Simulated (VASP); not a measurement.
# CoSi2 (Fm-3m) in VASP: vibrations by perturbation theory with PBE

Aim: the vibrations by perturbation theory of CoSi2 with PBE.

All numbers are computed with VASP 6.6.1; they aren't measurements. Logs are shortened: lines on timing, memory, paths and dates and some standing lists are left out, and cuts for length are marked.

### Step 1. The cell of the first run

Symmetry: Fm-3m, No. 225, cubic system. The conventional cell has a = 5.362 Å, b = 5.362 Å, c = 5.362 Å, α = 90.00°, β = 90.00°, γ = 90.00°. Within 3.1 Å of Co (site symmetry m-3m) lie 8 Si at 2.32 Å. Within 3.1 Å of Si (site symmetry -43m) lie 4 Co at 2.32 Å and 6 Si at 2.68 Å.

### Step 2. Vibrations by perturbation theory, PBE

Input file INCAR:

```
SYSTEM = CoSi2
  PREC = Accurate
  ENCUT = 520
  EDIFF = 1E-8
  ISMEAR = -1
  SIGMA = 0.15
  LREAL = .FALSE.
  LASPH = .TRUE.
  NELM = 100
  ALGO = Normal
  ISIF = 2
  LWAVE = .FALSE.
  LCHARG = .FALSE.
  GGA = PE
  NBANDS = 16
  IBRION = 8
  NSW = 1
```

Input file KPOINTS:

```
Automatic mesh
0
G
  14 14 14
  0 0 0
```

Input file POSCAR:

```
CoSi2
1.0
    0.0000000000      2.6810013223      2.6810013223
    2.6810013223      0.0000000000      2.6810013223
    2.6810013223      2.6810013223      0.0000000000
Co Si
1 2
Direct
    0.0000000000      0.0000000000      0.0000000000
    0.2500000000      0.2500000000      0.2500000000
    0.7500000000      0.7500000000      0.7500000000
```

Potentials or basis: VASP PAW PBE potentials, release 64 (Co, Si).

Command:

```
$ cat potpaw_PBE.64/Co/POTCAR potpaw_PBE.64/Si/POTCAR > POTCAR
$ mpirun -np 1 vasp_std > vasp.out
```

OUTCAR:

```text
SYSTEM = CoSi2
   PREC = Accurate
   ENCUT = 520
   EDIFF = 1E-8
   ISMEAR = -1
   LREAL = .FALSE.
   LASPH = .TRUE.
   NELM = 100
   ISIF = 2
   GGA = PE
   IBRION = 8
   NSW = 1

 ion  position               nearest neighbor table
   1  0.000  0.000  0.000-   3 2.32   3 2.32   3 2.32   2 2.32   3 2.32   2 2.32   2 2.32   2 2.32

   2  0.250  0.250  0.250-   1 2.32   1 2.32   1 2.32   1 2.32   3 2.68   3 2.68   3 2.68   3 2.68
                             3 2.68   3 2.68
   3  0.750  0.750  0.750-   1 2.32   1 2.32   1 2.32   1 2.32   2 2.68   2 2.68   2 2.68   2 2.68
                             2 2.68   2 2.68

  LATTYP: Found a face centered cubic cell.
 ALAT       =     5.3620026446

  Lattice vectors:

 A1 = (   0.0000000000,   2.6810013223,   2.6810013223)
 A2 = (   2.6810013223,   0.0000000000,   2.6810013223)
 A3 = (   2.6810013223,   2.6810013223,   0.0000000000)

Analysis of symmetry for initial positions (statically):
=====================================================================
 Subroutine PRICEL returns:
 Original cell was already a primitive cell.

 Routine SETGRP: Setting up the symmetry group for a
 face centered cubic supercell.

 Subroutine GETGRP returns: Found 48 space group operations
 (whereof 48 operations were pure point group operations)
 out of a pool of 48 trial point group operations.

The static configuration has the point symmetry O_h .

Analysis of symmetry for dynamics (positions and initial velocities):
=====================================================================
 Subroutine PRICEL returns:
 Original cell was already a primitive cell.

 Routine SETGRP: Setting up the symmetry group for a
 face centered cubic supercell.

 Subroutine GETGRP returns: Found 48 space group operations
 (whereof 48 operations were pure point group operations)
 out of a pool of 48 trial point group operations.

The dynamic configuration has the point symmetry O_h .

 Subroutine INISYM returns: Found 48 space group operations
 (whereof 48 operations are pure point group operations),
 and found     1 'primitive' translations

----------------------------------------------------------------------------------------

                                     Primitive cell

  volume of cell :      38.5408

  direct lattice vectors                    reciprocal lattice vectors
     0.000000000  2.681001322  2.681001322    -0.186497484  0.186497484  0.186497484
     2.681001322  0.000000000  2.681001322     0.186497484 -0.186497484  0.186497484
     2.681001322  2.681001322  0.000000000     0.186497484  0.186497484 -0.186497484

  length of vectors
     3.791508431  3.791508431  3.791508431     0.323023117  0.323023117  0.323023117

  position of ions in fractional coordinates (direct lattice)
     0.000000000  0.000000000  0.000000000
     0.250000000  0.250000000  0.250000000
     0.750000000  0.750000000  0.750000000

  ion indices of the primitive-cell ions
   primitive index   ion index
                 1           1
                 2           2
                 3           3

----------------------------------------------------------------------------------------

 KPOINTS: Automatic mesh

Automatic generation of k-mesh.
 Grid dimensions read from file:
[... 98 lines left out ...]
  volume of cell :       38.54
 maximum number of plane-waves:      1056
   NGX = 15   NGY = 15   NGZ = 15

--------------------------------------- Ionic step        1  -------------------------------------------

 number of electron      16.9999994 magnetization

 Free energy of the ion-electron system (eV)
  ---------------------------------------------------
  ext. energy  EPLUGINS =         0.00000000
  ---------------------------------------------------
  free energy    TOTEN  =       -19.33432135 eV

  energy without entropy =      -19.25204159  energy(sigma->0) =      -19.29318147

 E-fermi :  10.0743     XC(G=0): -11.7310

 val. band max:       10.0528116332   @ k =   0.4286   0.2143   0.0714
 cond. band min:      10.0757184177   @ k =   0.3571   0.0714   0.0000
 fundamental gap:      0.0229067845
 Fermi energy:        10.0743307275

 k-point     1 :       0.0000    0.0000    0.0000
  band No.  band energies     occupation
      1      -3.0506      2.00000
      2       5.9827      2.00000
      3       5.9827      2.00000
      4       5.9827      2.00000
      5       8.1462      1.99999
      6       8.1462      1.99999
[... 433 lines left out ...]
      3       6.1188      2.00000
      4       6.1940      2.00000
      5       7.3249      2.00000
      6       8.3218      1.99998
[... 8 lines left out ...]
     15      18.3649      0.00000
     16      18.6138      0.00000

 [... further k-points ...]

------------------------ aborting loop because EDIFF is reached ----------------------------------------

  FORCE on cell =-STRESS in cart. coord.  units (eV):
  Direction    XX          YY          ZZ          XY          YZ          ZX
  --------------------------------------------------------------------------------------
  -------------------------------------------------------------------------------------
  Total       -0.0347994     -0.0347994     -0.0347994      0.0000000     -0.0000000     -0.0000000
  in kB       -1.4466433     -1.4466433     -1.4466433      0.0000000     -0.0000000     -0.0000000
  external PRESSURE =      -1.4466433 kB  Pullay stress =       0.0000000 kB

 VOLUME and BASIS-vectors are now :
 -----------------------------------------------------------------------------
  energy-cutoff  :      520.00
  volume of cell :       38.54
      direct lattice vectors                 reciprocal lattice vectors
     0.000000000  2.681001322  2.681001322    -0.186497484  0.186497484  0.186497484
     2.681001322  0.000000000  2.681001322     0.186497484 -0.186497484  0.186497484
     2.681001322  2.681001322  0.000000000     0.186497484  0.186497484 -0.186497484

 POSITION                                       TOTAL-FORCE (eV/Angst)
 -----------------------------------------------------------------------------------
      0.00000      0.00000      0.00000         0.000000     -0.000000      0.000000
      1.34050      1.34050      1.34050         0.000000      0.000000      0.000000
      4.02150      4.02150      4.02150        -0.000000     -0.000000     -0.000000
 -----------------------------------------------------------------------------------
    total drift:                               -0.000000     -0.000000      0.000000

  FREE ENERGIE OF THE ION-ELECTRON SYSTEM (eV)
  ---------------------------------------------------
  free  energy   TOTEN  =       -19.3343213504 eV

  energy  without entropy=      -19.2520415931  energy(sigma->0) =      -19.29318147

[... ionic steps 2 to 3 ...]

--------------------------------------- Ionic step        4  -------------------------------------------

------------------------ aborting loop because EDIFF is reached ----------------------------------------

[... ionic steps 5 to 6 ...]

--------------------------------------- Ionic step        7  -------------------------------------------

 Free energy of the ion-electron system (eV)
  ---------------------------------------------------
  ---------------------------------------------------
  free energy    TOTEN  =        -0.01832887 eV

  energy without entropy =       -0.01832887

------------------------ aborting loop because EDIFF is reached ----------------------------------------

 INTERNAL STRAIN TENSOR  FOR ION    2  DIRECTION 1   (eV/Angst):
 -----------------------------------------------------------------------------
     0.00654 -0.00000  0.00000
     0.00000 -0.00237 -8.74994
     0.00000 -8.74994 -0.00237

 INTERNAL STRAIN TENSOR FOR ION    3 for displacements in x,y,z  (eV/Angst):
          X           Y           Z          XY          YZ          ZX
  --------------------------------------------------------------------------------
  x    -0.00000     0.00000     0.00000    -0.00000     8.74994     0.00000
  y     0.00000    -0.00000     0.00000    -0.00000    -0.00000     8.74994
  z     0.00000     0.00000    -0.00000     8.74994     0.00000    -0.00000

 SECOND DERIVATIVES (NOT SYMMETRIZED)
 ------------------------------------
               1X          1Y          1Z          2X          2Y          2Z          3X          3Y          3Z
  1X   -11.493065    0.000000    0.000000    5.746532    0.000000    0.000000    5.746532    0.000000    0.000000
  1Y     0.000000  -11.493065    0.000000    0.000000    5.746532    0.000000    0.000000    5.746532    0.000000
  1Z     0.000000    0.000000  -11.493065    0.000000    0.000000    5.746532    0.000000    0.000000    5.746532
  2X     5.765001    0.000000    0.000000   -8.309557    0.000000    0.000000    2.544556    0.000000    0.000000
  2Y     0.000000    5.765001    0.000000    0.000000   -8.309557    0.000000    0.000000    2.544556    0.000000
  2Z     0.000000    0.000000    5.765001    0.000000    0.000000   -8.309557    0.000000    0.000000    2.544556
  3X     5.765001    0.000000    0.000000    2.544556    0.000000    0.000000   -8.309557    0.000000    0.000000
  3Y     0.000000    5.765001    0.000000    0.000000    2.544556    0.000000    0.000000   -8.309557    0.000000
  3Z     0.000000    0.000000    5.765001    0.000000    0.000000    2.544556    0.000000    0.000000   -8.309557

 Eigenvectors and eigenvalues of the dynamical matrix
 ----------------------------------------------------

   1 f  =    9.890942 THz    62.146620 2PiTHz  329.926306 cm-1    40.905630 meV
             X         Y         Z           dx          dy          dz
      0.000000  0.000000  0.000000    -0.083588    0.688983   -0.074244
      1.340501  1.340501  1.340501     0.060639   -0.499824    0.053860
      4.021502  4.021502  4.021502     0.060639   -0.499824    0.053860
[... 43 lines left out ...]
   9 f/i=    0.007932 THz     0.049836 2PiTHz    0.264570 cm-1     0.032802 meV
             X         Y         Z           dx          dy          dz
      0.000000  0.000000  0.000000    -0.012310   -0.062875    0.713231
      1.340501  1.340501  1.340501    -0.008484   -0.043335    0.491577
      4.021502  4.021502  4.021502    -0.008484   -0.043335    0.491577

--------------------------------------------------------------------------------------------------------

 ELASTIC MODULI CONTR FROM IONIC RELAXATION (kBar)
 Direction    XX          YY          ZZ          XY          YZ          ZX
 --------------------------------------------------------------------------------
 XX          -0.0000     -0.0000      0.0000     -0.0000      0.0000      0.0000
 YY          -0.0000     -0.0000     -0.0000      0.0000      0.0000      0.0000
 ZZ           0.0000     -0.0000     -0.0000      0.0000     -0.0000      0.0000
 XY          -0.0000      0.0000      0.0000   -586.4558      0.0000     -0.0000
 YZ           0.0000      0.0000     -0.0000      0.0000   -586.4558     -0.0000
 ZX           0.0000      0.0000      0.0000     -0.0000     -0.0000   -586.4558
 --------------------------------------------------------------------------------
```

Run time: 16 min. Hardware: 1 thread of Intel Xeon 8259CL, shared host; peak memory 0.62 GiB.

What came out:

* Highest phonon frequency at Γ: 330 cm⁻¹

Phonon frequencies in cm⁻¹ (negative: imaginary):
| q point | frequencies |
| --- | --- |
| (0.000, 0.000, 0.000) | 0 0 0 324 324 324 330 330 330 |

Caveat: the run has no spin polarisation, though such a crystal can be magnetic.
